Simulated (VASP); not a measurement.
# Ca (R-3m) in VASP: notebook

The runs below take Ca through single point, with PBEsol.

Program: VASP 6.6.1. These are calculated values, not measurements. Logs are shortened: lines on timing, memory, paths and dates and some standing lists are left out, and cuts for length are marked.

**1. The cell of the first run**

Symmetry: R-3m, No. 166, trigonal system. Conventional cell: a = 5.465 Å, b = 5.465 Å, c = 4.752 Å, α = 90.00°, β = 90.00°, γ = 120.00°. Within 4.8 Å of Ca (site symmetry -3m) lie 14 Ca at 3.53 to 4.75 Å.

**2. Single point, PBEsol**

Input file INCAR:

```
SYSTEM = Ca
ALGO = Fast
EDIFF = 1E-6
ENCUT = 520
GGA = PS
ISIF = 2
ISMEAR = 0
LASPH = .TRUE.
LCHARG = .FALSE.
LREAL = .FALSE.
LWAVE = .FALSE.
NBANDS = 11
NELM = 60
PREC = Accurate
SIGMA = 0.15
```

Input file KPOINTS:

```
k-points
0
G
  20 20 20
  0 0 0
```

Input file POSCAR:

```
Ca
1.0
    3.4905630771     -0.3735288902     -0.3735288902
   -0.3735288902      3.4905630771     -0.3735288902
   -0.3735288902     -0.3735288902      3.4905630771
Ca
1
Direct
    0.0000000000      0.0000000000      0.0000000000
```

Potentials or basis: VASP PAW PBE potentials, release 64 (Ca_sv).

Started as:

```
$ cat potpaw_PBE.64/Ca_sv/POTCAR > POTCAR
$ mpirun -np 1 vasp_std > vasp.out
```

OUTCAR:

```text
SYSTEM = Ca
   EDIFF = 1E-6
   ENCUT = 520
   GGA = PS
   ISIF = 2
   ISMEAR = 0
   LASPH = .TRUE.
   LREAL = .FALSE.
   NELM = 60
   PREC = Accurate

 ion  position               nearest neighbor table
   1  0.000  0.000  0.000-

  LATTYP: Found a trigonal (rhomboedric) cell.
 ALAT       =     3.5303085218
 COS(alpha) =    -0.1980352223

  Lattice vectors:

 A1 = (   3.4905630771,  -0.3735288902,  -0.3735288902)
 A2 = (  -0.3735288902,   3.4905630771,  -0.3735288902)
 A3 = (  -0.3735288902,  -0.3735288902,   3.4905630771)

Analysis of symmetry for initial positions (statically):
=====================================================================
 Subroutine PRICEL returns:
 Original cell was already a primitive cell.

 Routine SETGRP: Setting up the symmetry group for a
 trigonal (rhombohedral) supercell.

 Subroutine GETGRP returns: Found 12 space group operations
 (whereof 12 operations were pure point group operations)
 out of a pool of 12 trial point group operations.

The static configuration has the point symmetry D_3d.

Analysis of symmetry for dynamics (positions and initial velocities):
=====================================================================
 Subroutine PRICEL returns:
 Original cell was already a primitive cell.

 Routine SETGRP: Setting up the symmetry group for a
 trigonal (rhombohedral) supercell.

 Subroutine GETGRP returns: Found 12 space group operations
 (whereof 12 operations were pure point group operations)
 out of a pool of 12 trial point group operations.

The dynamic configuration has the point symmetry D_3d.

 Subroutine INISYM returns: Found 12 space group operations
 (whereof 12 operations are pure point group operations),
 and found     1 'primitive' translations

----------------------------------------------------------------------------------------

                                     Primitive cell

  volume of cell :      40.9638

  direct lattice vectors                    reciprocal lattice vectors
     3.490563077 -0.373528890 -0.373528890     0.294027742  0.035234729  0.035234729
    -0.373528890  3.490563077 -0.373528890     0.035234729  0.294027742  0.035234729
    -0.373528890 -0.373528890  3.490563077     0.035234729  0.035234729  0.294027742

  length of vectors
     3.530308522  3.530308522  3.530308522     0.298220196  0.298220196  0.298220196

  position of ions in fractional coordinates (direct lattice)
     0.000000000  0.000000000  0.000000000

  ion indices of the primitive-cell ions
   primitive index   ion index
                 1           1

----------------------------------------------------------------------------------------

 KPOINTS: k-points

Automatic generation of k-mesh.
 Grid dimensions read from file:
 generate k-points for:   20   20   20

 Generating k-lattice:

  Cartesian coordinates                     Fractional coordinates (reciprocal lattice)
     0.014701387  0.001761736  0.001761736     0.050000000  0.000000000  0.000000000
     0.001761736  0.014701387  0.001761736     0.000000000  0.050000000  0.000000000
     0.001761736  0.001761736  0.014701387     0.000000000  0.000000000  0.050000000

  Length of vectors
     0.014911010  0.014911010  0.014911010

  Shift w.r.t. Gamma in fractional coordinates (k-lattice)
     0.000000000  0.000000000  0.000000000

 Subroutine IBZKPT returns following result:
 ===========================================

 Found    781 irreducible k-points:

 Following reciprocal coordinates:
            Coordinates               Weight
  0.000000  0.000000  0.000000      1.000000
  0.050000  0.000000  0.000000      6.000000
  0.100000  0.000000  0.000000      6.000000
  0.150000  0.000000  0.000000      6.000000
  0.200000  0.000000  0.000000      6.000000
  0.250000  0.000000  0.000000      6.000000
[... 16 lines left out ...]
 -0.400000  0.050000  0.000000     12.000000
 -0.350000  0.050000 -0.000000     12.000000
 [... further k-points ...]
   k-points           NKPTS =    781   k-points in BZ     NKDIM =    781   number of bands    NBANDS=     11
   number of dos      NEDOS =    301   number of ions     NIONS =      1
   total plane-waves  NPLWV =  21952
   dimension x,y,z NGX =    28 NGY =   28 NGZ =   28
   dimension x,y,z NGXF=    56 NGYF=   56 NGZF=   56
   ions per type =               1
   NGX,Y,Z   is equivalent  to a cutoff of  13.19, 13.19, 13.19 a.u.
   NGXF,Y,Z  is equivalent  to a cutoff of  26.37, 26.37, 26.37 a.u.
 SYSTEM =  Ca
   PREC   = accura    normal or accurate (medium, high low for compatibility)
   ISTART =      0    job   : 0-new  1-cont  2-samecut
   ICHARG =      2    charge: 1-file 2-atom 10-const
   ISPIN  =      1    spin polarized calculation?
   LNONCOLLINEAR =      F non collinear calculations
   LSORBIT =      F    spin-orbit coupling
   LASPH  =      T    aspherical Exc in radial PAW
   ENCUT  =  520.0 eV  38.22 Ry    6.18 a.u.   6.56  6.56  6.56*2*pi/ulx,y,z
   NELM   =     60;   NELMIN=  2; NELMDL= -5     # of ELM steps
   EDIFF  = 0.1E-05   stopping-criterion for ELM
   LREAL  =      F    real-space projection
   EDIFFG = 0.1E-04   stopping-criterion for IOM
   NSW    =      0    number of steps for IOM
   IBRION =     -1    ionic relax: 0-MD 1-quasi-New 2-CG
   NFREE  =      0    steps in history (QN), initial steepest desc. (CG)
   ISIF   =      2    stress and relaxation
   ISYM   =      2    0-nonsym 1-usesym 2-fastsym
   POTIM  = 0.5000    time-step for ionic-motion
   TEBEG  =    0.0;   TEEND  =   0.0 temperature during run
   PSTRESS=    0.0 pullay stress
   NELECT =      10.0000    total number of electrons
   NUPDOWN=      -1.0000    fix difference up-down
   EMIN   =  10.00;   EMAX   =-10.00  energy-range for DOS
   EFERMI =   0.00;   METHOD = LEGACY
   ISMEAR =     0;   SIGMA  =   0.15  broadening in eV -4-tet -1-fermi 0-gaus
   EFERMI_NEDOS =   21; number of points for ismear=-14 and -15
   IALGO  =     68    algorithm
   IMIX   =      4    mixing-type and parameters
     AMIX     =   0.40;   BMIX     =  1.00
     AMIX_MAG =   1.60;   BMIX_MAG =  1.00
  volume/ion in A,a.u.               =      40.96       276.44
  Fermi-wavevector in a.u.,A,eV,Ry     =   1.023155  1.933482 14.243195  1.046845
  Thomas-Fermi vector in A             =   2.156873
   LORBIT       =      0    0 simple, 1 ext, 2 COOP (PROOUT), +10 PAW based schemes
   GGA     = PS    functional components
   LHFCALC =     F    Hartree Fock is set to
   AEXX    =    0.0000 exact exchange contribution
   IVDW    =     0    specifies the selected vdW correction
   LEPSILON=     F    determine dielectric tensor
   LRPA    =     F    only Hartree local field effects (RPA)
 non-spin polarized calculation
 RMM-DIIS sequential band-by-band and
 Gauss-broadening in eV      SIGMA  =   0.15
  energy-cutoff  :      520.00
  volume of cell :       40.96
 maximum number of plane-waves:      1139
   NGX = 13   NGY = 13   NGZ = 13

 number of electron      10.0000000 magnetization

 number of electron       9.9999998 magnetization

 Free energy of the ion-electron system (eV)
  ---------------------------------------------------
  ext. energy  EPLUGINS =         0.00000000
  ---------------------------------------------------
  free energy    TOTEN  =        -1.91412191 eV

  energy without entropy =       -1.90194458  energy(sigma->0) =       -1.90803325

 E-fermi :   1.9296     XC(G=0):  -7.8942

 val. band max:        1.9273664035   @ k =   0.3000   0.3000   0.2500
 cond. band min:       1.9310433769   @ k =  -0.3500   0.5000   0.3500
 fundamental gap:      0.0036769733
 Fermi energy:         1.9296367321

 k-point     1 :       0.0000    0.0000    0.0000
  band No.  band energies     occupation
      1     -39.9162      2.00000
      2     -20.8821      2.00000
      3     -20.8821      2.00000
      4     -20.8783      2.00000
      5      -2.0471      2.00000
      6       3.2427      0.00000
      7       3.2427      0.00000
      8       5.5828      0.00000
      9       5.9050      0.00000
     10       5.9050      0.00000
     11      10.9654      0.00000

 k-point     2 :       0.0500    0.0000    0.0000
  band No.  band energies     occupation
      1     -39.9158      2.00000
      2     -20.8867      2.00000
      3     -20.8818      2.00000
      4     -20.8787      2.00000
      5      -2.0080      2.00000
      6       3.2454      0.00000
      7       3.2457      0.00000
      8       5.5686      0.00000
      9       5.8832      0.00000
     10       5.8929      0.00000
     11      10.9051      0.00000

 k-point     3 :       0.1000    0.0000    0.0000
  band No.  band energies     occupation
      1     -39.9145      2.00000
      2     -20.9020      2.00000
      3     -20.8810      2.00000
      4     -20.8782      2.00000
      5      -1.8917      2.00000
      6       3.2466      0.00000
      7       3.2538      0.00000
      8       5.5246      0.00000
      9       5.8239      0.00000
     10       5.8716      0.00000
     11      10.5864      0.00000

 k-point     4 :       0.1500    0.0000    0.0000
  band No.  band energies     occupation
      1     -39.9124      2.00000
      2     -20.9259      2.00000
      3     -20.8798      2.00000
      4     -20.8771      2.00000
      5      -1.7013      2.00000
      6       3.2265      0.00000
      7       3.2637      0.00000
      8       5.4625      0.00000
      9       5.7436      0.00000
     10       5.8643      0.00000
     11       9.9726      0.00000

 k-point     5 :       0.2000    0.0000    0.0000
  band No.  band energies     occupation
      1     -39.9098      2.00000
      2     -20.9559      2.00000
      3     -20.8783      2.00000
      4     -20.8757      2.00000
      5      -1.4415      2.00000
      6       3.1574      0.00000
      7       3.2712      0.00000
      8       5.4150      0.00000
      9       5.6619      0.00000
     10       5.8754      0.00000
     11       9.2695      0.00000
[... 211 lines left out ...]
 k-point    21 :       0.5000    0.0500    0.0000
  band No.  band energies     occupation
      1     -39.8971      2.00000
      2     -21.0940      2.00000
      3     -20.8753      2.00000
      4     -20.8695      2.00000
      5       0.7958      2.00000
      6       1.5713      1.99927
      7       3.2334      0.00000
      8       5.3018      0.00000
      9       5.5349      0.00000
     10       5.9972      0.00000
     11       7.4677      0.00000

 k-point    22 :      -0.4500    0.0500    0.0000
  band No.  band energies     occupation
      1     -39.8976      2.00000
      2     -21.0885      2.00000
      3     -20.8751      2.00000
      4     -20.8695      2.00000
      5       0.4809      2.00000
      6       1.8562      1.51113
      7       3.2559      0.00000
      8       5.3429      0.00000
      9       5.4957      0.00000
     10       5.9852      0.00000
     11       7.4903      0.00000

 k-point    23 :      -0.4000    0.0500    0.0000
  band No.  band energies     occupation
      1     -39.8989      2.00000
      2     -21.0734      2.00000
      3     -20.8755      2.00000
      4     -20.8701      2.00000
      5       0.0440      2.00000
      6       2.2351      0.00398
      7       3.2839      0.00000
      8       5.3797      0.00000
      9       5.4634      0.00000
     10       5.9590      0.00000
     11       7.5931      0.00000

 k-point    24 :      -0.3500    0.0500   -0.0000
  band No.  band energies     occupation
      1     -39.9010      2.00000
      2     -21.0500      2.00000
      3     -20.8764      2.00000
      4     -20.8711      2.00000
      5      -0.3946      2.00000
      6       2.5912      0.00000
      7       3.3120      0.00000
      8       5.3557      0.00000
      9       5.4614      0.00000
     10       5.9235      0.00000
     11       7.8490      0.00000

 [... further k-points ...]
[... 5 lines left out ...]
  --------------------------------------------------------------------------------------
  -------------------------------------------------------------------------------------
  Total        0.0174582      0.0174582      0.0174582     -0.4286640     -0.4286640     -0.4286640
  in kB        0.6828235      0.6828235      0.6828235    -16.7659008    -16.7659008    -16.7659008
  external PRESSURE =       0.6828235 kB  Pullay stress =       0.0000000 kB

 VOLUME and BASIS-vectors are now :
 -----------------------------------------------------------------------------
  energy-cutoff  :      520.00
  volume of cell :       40.96
      direct lattice vectors                 reciprocal lattice vectors
     3.490563077 -0.373528890 -0.373528890     0.294027742  0.035234729  0.035234729
    -0.373528890  3.490563077 -0.373528890     0.035234729  0.294027742  0.035234729
    -0.373528890 -0.373528890  3.490563077     0.035234729  0.035234729  0.294027742

 POSITION                                       TOTAL-FORCE (eV/Angst)
 -----------------------------------------------------------------------------------
      0.00000      0.00000      0.00000         0.000000      0.000000     -0.000000
 -----------------------------------------------------------------------------------
    total drift:                                0.000000      0.000000     -0.000000

  FREE ENERGIE OF THE ION-ELECTRON SYSTEM (eV)
  ---------------------------------------------------
  free  energy   TOTEN  =        -1.9141219139 eV

  energy  without entropy=       -1.9019445813  energy(sigma->0) =       -1.90803325
```

Wall time 5.7 min (1 thread of AMD EPYC 9755, shared host); peak memory 0.41 GiB.

What came out:

```yaml
Free_energy: -1.9141 eV
Pressure: 0.1 GPa
Band_gap_on_the_k_mesh: zero (bands 5 and 6 overlap by 1.13 eV)
```

Stress tensor (GPa, compression positive):
```
 0.07 -1.68 -1.68
-1.68  0.07 -1.68
-1.68 -1.68  0.07
```

Caveat: the PAW data sets were made with another functional, which shifts forces and pressure a little.

**3. Single point, PBEsol**

Input file INCAR:

```
ALGO = Fast
EDIFF = 1E-7
ENCUT = 520
GGA = PS
ISIF = 2
ISMEAR = 0
LASPH = True
LCHARG = False
LREAL = False
LWAVE = False
NBANDS = 11
NELM = 60
PREC = Accurate
SIGMA = 0.15
```

Input file KPOINTS:

```
k-points
0
Gamma
  20 20 20
```

Input file POSCAR:

```
Ca
1.0
    3.4943010918      0.4201359084      0.4201359084
    0.4201359084      3.4943010918      0.4201359084
    0.4201359084      0.4201359084      3.4943010918
Ca
1
Direct
    0.0000000000      0.0000000000      0.0000000000
```

Potentials or basis: VASP PAW PBE potentials, release 64 (Ca_sv).

Started as:

```
$ cat potpaw_PBE.64/Ca_sv/POTCAR > POTCAR
$ mpirun -np 1 vasp_std > vasp.out
```

Run time: 7.6 min. Hardware: 1 thread of AMD EPYC 9755, shared host; peak memory 0.4 GiB.

It converged, with:

```yaml
Free_energy: -1.9164 eV
Pressure: 0.1 GPa
Band_gap_on_the_k_mesh: zero (bands 5 and 6 overlap by 0.78 eV)
```

Stress tensor (GPa, compression positive):
```
0.10 1.72 1.72
1.72 0.10 1.72
1.72 1.72 0.10
```

Levels at points of the mesh, in eV from the Fermi level:
| k point | band 1 | band 2 | band 3 | band 4 | band 5 | band 6 | band 7 | band 8 | band 9 | band 10 |
| --- | --- | --- | --- | --- | --- | --- | --- | --- | --- | --- |
| (0.00, 0.00, 0.00) | -41.82 | -22.80 | -22.79 | -22.79 | -3.97 | 1.34 | 1.34 | 3.80 | 3.93 | 3.93 |
| (0.50, 0.00, 0.00) | -41.81 | -23.00 | -22.79 | -22.78 | -1.17 | -0.38 | 1.48 | 3.44 | 3.62 | 3.77 |
| (0.50, 0.50, 0.00) | -41.79 | -23.02 | -22.92 | -22.78 | -0.37 | 0.64 | 1.44 | 3.71 | 3.76 | 4.17 |
| (0.50, 0.50, 0.50) | -41.78 | -23.05 | -22.89 | -22.89 | -0.17 | 1.48 | 1.48 | 2.15 | 4.78 | 4.78 |

Caveat: the PAW data sets were made with another functional, which shifts forces and pressure a little.

**4. Single point, PBEsol**

This run uses another cell than the first one, of the same volume but with other edges.

Input file INCAR:

```
PREC = Accurate ; ENCUT = 520
EDIFF = 1E-6 ; ISMEAR = 0
SIGMA = 0.15 ; LREAL = False
LASPH = True ; NELM = 100
ALGO = Fast ; ISIF = 2
LWAVE = False ; LCHARG = False
GGA = PS ; NBANDS = 11
```

Input file KPOINTS:

```
regular mesh
0
Gamma
  20 20 20
```

Input file POSCAR:

```
Ca
1.0
    3.5421633102     -0.5449482016     -0.5449482016
   -0.5449482016      3.5421633102     -0.5449482016
   -0.5449482016     -0.5449482016      3.5421633102
Ca
1
Direct
    0.0000000000      0.0000000000      0.0000000000
```

Started as:

```
$ cat potpaw_PBE.64/Ca_sv/POTCAR > POTCAR
$ mpirun -np 1 vasp_std > vasp.out
```

Wall time 6.1 min (1 thread of AMD EPYC 9755, shared host); peak memory 0.4 GiB.

The run converged. Its results:

| Property | Result |
| --- | --- |
| Free energy | -2.0557 eV |
| Pressure | -0.1 GPa |
| Band gap on the k mesh | zero (bands 5 and 6 overlap by 0.77 eV) |

Stress tensor (GPa, compression positive):
```
-0.06 -1.42 -1.42
-1.42 -0.06 -1.42
-1.42 -1.42 -0.06
```

Levels at points of the mesh, in eV from the Fermi level:
```tsv
k point	band 1	band 2	band 3	band 4	band 5	band 6	band 7	band 8	band 9	band 10
(0.00, 0.00, 0.00)	-41.80	-22.78	-22.78	-22.78	-4.05	1.82	1.82	3.08	3.67	3.67
(0.50, 0.00, 0.00)	-41.79	-22.96	-22.79	-22.78	-1.09	-0.25	1.30	3.58	3.86	4.12
(0.50, 0.50, 0.00)	-41.78	-22.98	-22.87	-22.77	-0.63	0.56	1.25	3.33	3.49	4.72
(0.50, 0.50, 0.50)	-41.76	-22.95	-22.95	-22.84	0.10	0.10	3.42	4.17	4.17	4.35
```

Caveat: the PAW data sets were made with another functional, which shifts forces and pressure a little.

(Part 1 of 2 ends here.)
